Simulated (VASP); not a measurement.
# Al3Cu (P4/mmm) in VASP: further runs, part 2 of 2

VASP 6.6.1. Earlier steps stand in the parts before.

## (5) Single point, PBEsol (biaxial strain in the a-b plane: +2.0 %)

INCAR

```
SYSTEM = Al3Cu
  PREC = Accurate
  ENCUT = 520
  EDIFF = 1E-6
  ISMEAR = 0
  SIGMA = 0.1
  LREAL = .False.
  LASPH = .True.
  NELM = 60
  ALGO = Fast
  ISIF = 2
  LWAVE = .False.
  LCHARG = .False.
  GGA = PS
  NBANDS = 18
```

KPOINTS

```
regular mesh
0
Gamma
  18 18 8
  0 0 0
```

POSCAR

```
Al3Cu
1.0
    2.8352766705      0.0000000000      0.0000000000
    0.0000000000      2.8352766705      0.0000000000
    0.0000000000      0.0000000000      7.5117216258
Al Cu
3 1
Direct
    0.0000000000      0.0000000000      0.5000000000
    0.5000000000      0.5000000000      0.2207401008
    0.5000000000      0.5000000000      0.7792598992
    0.0000000000      0.0000000000      0.0000000000
```

Potentials or basis: VASP PAW PBE potentials, release 64 (Al, Cu).

Started as:

```console
$ cat potpaw_PBE.64/Al/POTCAR potpaw_PBE.64/Cu/POTCAR > POTCAR
$ mpirun -np 1 vasp_std > vasp.out
```

OUTCAR:

```text
SYSTEM = Al3Cu
   PREC = Accurate
   ENCUT = 520
   EDIFF = 1E-6
   ISMEAR = 0
   LREAL = .False.
   LASPH = .True.
   NELM = 60
   ISIF = 2
   GGA = PS

 ion  position               nearest neighbor table
   1  0.000  0.000  0.500-   2 2.90   3 2.90   2 2.90   3 2.90   2 2.90   3 2.90   2 2.90   3 2.90

   2  0.500  0.500  0.221-   4 2.60   4 2.60   4 2.60   4 2.60   1 2.90   1 2.90   1 2.90   1 2.90
                             3 3.32
   3  0.500  0.500  0.779-   4 2.60   4 2.60   4 2.60   4 2.60   1 2.90   1 2.90   1 2.90   1 2.90
                             2 3.32
   4  0.000  0.000  0.000-   2 2.60   3 2.60   2 2.60   3 2.60   2 2.60   3 2.60   2 2.60   3 2.60

  LATTYP: Found a simple tetragonal cell.
 ALAT       =     2.8352766705
 C/A-ratio  =     2.6493787022

  Lattice vectors:

 A1 = (   2.8352766705,   0.0000000000,   0.0000000000)
 A2 = (   0.0000000000,   2.8352766705,   0.0000000000)
 A3 = (   0.0000000000,   0.0000000000,   7.5117216258)

Analysis of symmetry for initial positions (statically):
=====================================================================
 Subroutine PRICEL returns:
 Original cell was already a primitive cell.

 Routine SETGRP: Setting up the symmetry group for a
 simple tetragonal supercell.

[... 176 lines left out ...]
 fundamental gap:      0.0130652998
 Fermi energy:         8.0825361125

 k-point     1 :       0.0000    0.0000    0.0000
  band No.  band energies     occupation
      1      -2.9107      2.00000
      2      -0.4343      2.00000
      3      -0.1718      2.00000
      4       3.6833      2.00000
      5       3.8245      2.00000
      6       4.4928      2.00000
[... 481 lines left out ...]
      5       3.9756      2.00000
      6       4.1310      2.00000
[... 10 lines left out ...]
     17      15.7668      0.00000
     18      17.0062      0.00000

 [... further k-points ...]

------------------------ aborting loop because EDIFF is reached ----------------------------------------

  FORCE on cell =-STRESS in cart. coord.  units (eV):
  Direction    XX          YY          ZZ          XY          YZ          ZX
  --------------------------------------------------------------------------------------
  -------------------------------------------------------------------------------------
  Total       -1.4406667     -1.4406667     -0.0241035      0.0000000     -0.0000000     -0.0000000
  in kB      -38.2246682    -38.2246682     -0.6395303      0.0000000     -0.0000000     -0.0000000
  external PRESSURE =     -25.6962889 kB  Pullay stress =       0.0000000 kB

 VOLUME and BASIS-vectors are now :
 -----------------------------------------------------------------------------
  energy-cutoff  :      520.00
  volume of cell :       60.39
      direct lattice vectors                 reciprocal lattice vectors
     2.835276670  0.000000000  0.000000000     0.352699266  0.000000000  0.000000000
     0.000000000  2.835276670  0.000000000     0.000000000  0.352699266  0.000000000
     0.000000000  0.000000000  7.511721626     0.000000000  0.000000000  0.133125274

 POSITION                                       TOTAL-FORCE (eV/Angst)
 -----------------------------------------------------------------------------------
      0.00000      0.00000      3.75586        -0.000000      0.000000     -0.000000
      1.41764      1.41764      1.65814         0.000000     -0.000000     -0.022314
      1.41764      1.41764      5.85358        -0.000000     -0.000000      0.022314
      0.00000      0.00000      0.00000        -0.000000      0.000000     -0.000000
 -----------------------------------------------------------------------------------
    total drift:                               -0.000000      0.000000      0.000000

  FREE ENERGIE OF THE ION-ELECTRON SYSTEM (eV)
  ---------------------------------------------------
  free  energy   TOTEN  =       -16.9529238694 eV

  energy  without entropy=      -16.9468238576  energy(sigma->0) =      -16.94987386
```

OSZICAR:

```text
N       E                     dE             d eps       ncg     rms          rms(c)
DAV:   1     0.735319200859E+02    0.73532E+02   -0.82818E+03  9902   0.115E+03
DAV:   2    -0.153185985129E+02   -0.88851E+02   -0.82259E+02 10118   0.213E+02
DAV:   3    -0.196828202310E+02   -0.43642E+01   -0.41966E+01 13454   0.523E+01
DAV:   4    -0.197818633956E+02   -0.99043E-01   -0.98686E-01 13952   0.656E+00
DAV:   5    -0.197844593095E+02   -0.25959E-02   -0.25955E-02 14470   0.109E+00    0.179E+01
RMM:   6    -0.259996061252E+02   -0.62151E+01   -0.68207E+01 13241   0.113E+02    0.166E+01
RMM:   7    -0.175686363349E+02    0.84310E+01   -0.20208E+01 11281   0.654E+01    0.456E+00
RMM:   8    -0.169422400423E+02    0.62640E+00   -0.29876E+00 11530   0.252E+01    0.863E-01
RMM:   9    -0.169552196702E+02   -0.12980E-01   -0.22238E-01 12850   0.289E+00    0.717E-01
RMM:  10    -0.169538620763E+02    0.13576E-02   -0.33135E-02 12417   0.191E+00    0.387E-01
RMM:  11    -0.169529914181E+02    0.87066E-03   -0.11560E-02 13328   0.793E-01    0.156E-01
RMM:  12    -0.169535819585E+02   -0.59054E-03   -0.78879E-03 13397   0.892E-01    0.221E-01
RMM:  13    -0.169529016674E+02    0.68029E-03   -0.19252E-03 12513   0.665E-01    0.376E-02
RMM:  14    -0.169529205421E+02   -0.18875E-04   -0.57783E-04 14604   0.181E-01    0.171E-02
RMM:  15    -0.169529235086E+02   -0.29665E-05   -0.70164E-05 14589   0.669E-02    0.932E-03
RMM:  16    -0.169529309296E+02   -0.74210E-05   -0.19648E-05 13172   0.469E-02    0.223E-02
RMM:  17    -0.169529232278E+02    0.77018E-05   -0.13223E-05 11850   0.545E-02    0.509E-03
RMM:  18    -0.169529238694E+02   -0.64151E-06   -0.36513E-06  9904   0.131E-02
   1 F= -.16952924E+02 E0= -.16949874E+02  d E =-.610001E-02
```

Run time: 4.2 min. Hardware: 1 thread of AMD EPYC 9R45 (Zen 5), shared host; peak memory 0.36 GiB.

What came out:

| Item | Value |
| --- | --- |
| Free energy | -16.9529 eV |
| Pressure | -2.6 GPa |
| Largest force | 0.022 eV/Å |
| Band gap on the k mesh | zero (bands 10 and 11 overlap by 6.63 eV) |

Forces in eV/Å, atoms in the order of the input:
```
Al   0.000  0.000  0.000
Al   0.000  0.000 -0.022
Al   0.000  0.000  0.022
Cu   0.000  0.000  0.000
```

Levels at points of the mesh, in eV from the Fermi level:
```
           k point  band 6  band 7  band 8  band 9  band 10  band 11  band 12  band 13  band 14  band 15
(0.00, 0.00, 0.00)   -3.59   -3.59   -3.24   -1.37     0.89     6.12     6.12     6.17     7.78     8.57
(0.50, 0.00, 0.00)   -3.95   -3.68   -3.56   -3.49    -2.29    -1.94     2.93     4.03     4.20     5.37
(0.50, 0.50, 0.00)   -2.59   -2.59   -0.59   -0.57     0.12     0.12     0.53     0.53     0.72     1.74
(0.00, 0.00, 0.50)   -3.59   -3.59   -3.33   -3.24     4.63     6.06     6.18     6.73     6.73     6.79
(0.50, 0.00, 0.50)   -4.15   -3.68   -3.49   -2.61    -0.88    -0.83     0.17     0.89     8.92     8.99
(0.50, 0.50, 0.50)   -1.90   -1.90   -1.65   -1.65    -0.69    -0.64     0.49     1.30     3.33     3.33
```

Caveat: the cell differs from its parent crystal (biaxial strain in the a-b plane: +2.0 %); the PAW data sets were made with another functional, which shifts forces and pressure a little.

## (6) Single point, PBEsol (biaxial strain in the a-b plane: +3.0 %, then relaxed in part)

INCAR

```
SYSTEM = Al3Cu
ALGO = Fast
EDIFF = 1E-6
ENCUT = 520
GGA = PS
ISIF = 2
ISMEAR = 0
LASPH = .TRUE.
LCHARG = .FALSE.
LREAL = .FALSE.
LWAVE = .FALSE.
NBANDS = 18
NELM = 100
PREC = Accurate
SIGMA = 0.1
```

KPOINTS

```
k-points
0
G
  18 18 8
  0 0 0
```

POSCAR

```
Al3Cu
1.0
    2.8630735006      0.0000000000      0.0000000000
    0.0000000000      2.8630735006      0.0000000000
    0.0000000000      0.0000000000      7.4622721799
Al Cu
3 1
Direct
    0.0000000000      0.0000000000      0.5000000000
    0.5000000000      0.5000000000      0.2189263891
    0.5000000000      0.5000000000      0.7810736109
    0.0000000000      0.0000000000      0.0000000000
```

Potentials or basis: VASP PAW PBE potentials, release 64 (Al, Cu).

Started as:

```console
$ cat potpaw_PBE.64/Al/POTCAR potpaw_PBE.64/Cu/POTCAR > POTCAR
$ mpirun -np 1 vasp_std > vasp.out
```

It took 3.9 min on 1 thread of AMD EPYC 9R45 (Zen 5), shared host; peak memory 0.36 GiB.

It converged, with:

```yaml
Free_energy: -16.9194 eV
Pressure: -3.5 GPa
Largest_force: 0.020 eV/Å
Band_gap_on_the_k_mesh: zero (bands 10 and 11 overlap by 6.91 eV)
```

Forces in eV/Å, atoms in the order of the input:
```
Al   0.000  0.000  0.000
Al   0.000  0.000  0.020
Al   0.000  0.000 -0.020
Cu   0.000  0.000  0.000
```

Stress tensor (GPa, compression positive):
```
-5.28  0.00  0.00
 0.00 -5.28  0.00
 0.00  0.00  0.14
```

Levels at points of the mesh, in eV from the Fermi level:
```tsv
k point	band 8	band 9	band 10	band 11	band 12	band 13
(0.00, 0.00, 0.00)	-3.26	-1.15	1.08	5.86	5.86	6.08
(0.50, 0.00, 0.00)	-3.53	-3.50	-2.25	-1.99	3.07	4.14
(0.50, 0.50, 0.00)	-0.67	-0.65	0.08	0.08	0.54	0.54
(0.00, 0.00, 0.50)	-3.26	-3.24	4.92	6.09	6.30	6.51
(0.50, 0.00, 0.50)	-3.50	-2.63	-0.83	-0.74	0.22	0.95
(0.50, 0.50, 0.50)	-1.65	-1.65	-0.77	-0.70	0.40	1.13
```

Caveat: the cell differs from its parent crystal (biaxial strain in the a-b plane: +3.0 %, then relaxed in part); the stress differs along the axes, from -5 to 0 GPa; the PAW data sets were made with another functional, which shifts forces and pressure a little.

## (7) Overview

```csv
cell,further INCAR settings,gap on the mesh (eV),pressure (GPa),largest force (eV/Å)
"a = 2.807, b = 2.807, c = 7.551 Å, 4 atoms, atomic positions A",ALGO = Fast; EDIFF = 1e-06; NBANDS = 18,none,-1.3,0.02
"a = 2.807, b = 2.807, c = 7.557 Å, 4 atoms, atomic positions A",ALGO = Fast; EDIFF = 1e-06; NBANDS = 18,none,-1.4,0.02
"a = 2.835, b = 2.835, c = 7.507 Å, 4 atoms, atomic positions B",ALGO = Fast; EDIFF = 1e-07; NBANDS = 18,none,-2.4,0.02
"a = 2.835, b = 2.835, c = 7.512 Å, 4 atoms, atomic positions A",ALGO = Fast; EDIFF = 1e-06; NBANDS = 18,none,-2.6,0.02
"a = 2.863, b = 2.863, c = 7.462 Å, 4 atoms, atomic positions C",ALGO = Fast; EDIFF = 1e-06; NBANDS = 18,none,-3.5,0.02
```

Alike in all rows: task single point; level PBEsol; potentials or basis VASP PAW PBE potentials, release 64 (Al, Cu); no spin polarisation; k mesh 18 × 18 × 8; cutoff (eV) 520; smearing gaussian 0.1 eV.

Caveats: the PAW data sets were made with another functional, which shifts forces and pressure a little; the stress differs along the axes, from -5 to 0 GPa (at least some runs).

Absolute energies hang on the potentials; compare differences alone.
